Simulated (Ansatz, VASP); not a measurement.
# MgCd2SeS2 in VASP and in Ansatz

```
Mg Cd Se S
1.0
     3.76196    0.00000    0.00000
     0.00000    3.76196    0.00000
     0.00000    0.00000   10.69345
Mg Cd Se S
1 2 1 2
Direct
  0.00000 0.00000 0.00000
  0.50000 0.00000 0.61069
  0.00000 0.50000 0.38931
  0.50000 0.50000 0.00000
  0.50000 0.00000 0.35960
  0.00000 0.50000 0.64040
```

Change from the starting cell: species swapped into the Pr2FeSi2Ru type (P-4m2, No. 115).

Alike in both runs: functional PBE; k mesh 4 × 4 × 2; occupations gaussian, width 0.1 eV; no spin polarisation.

Ansatz relaxed the structure, and its values are those at the end. VASP's run is a single point on that final structure, the one shown.

|  | VASP | Ansatz |
| --- | --- | --- |
| version | VASP 6.6.1 | Ansatz 0.2.0 |
| potentials or method | VASP PAW PBE potentials, release 64 (Mg, Cd, Se, S), cutoff 520 eV | scalar-relativistic, plane waves, PAW |
| valence electrons in the cell | 44 | 78 |

Ansatz gave:

- gap on the k mesh at the Fermi level (eV): 0.64
- least direct gap on the mesh (eV): 0.72
- pressure (GPa): 0.1
- rms of the force components (eV/Å): 0.004

Problem. Estimate VASP's values.

Solution. gap on the k mesh at the Fermi level (eV): 0.64; least direct gap on the mesh (eV): 0.72; pressure (GPa): 0.3; rms of the force components (eV/Å): 0.016.

VASP's potentials hold 44 valence electrons a cell and Ansatz's 78, so a difference there can come from the potentials and not from the codes.
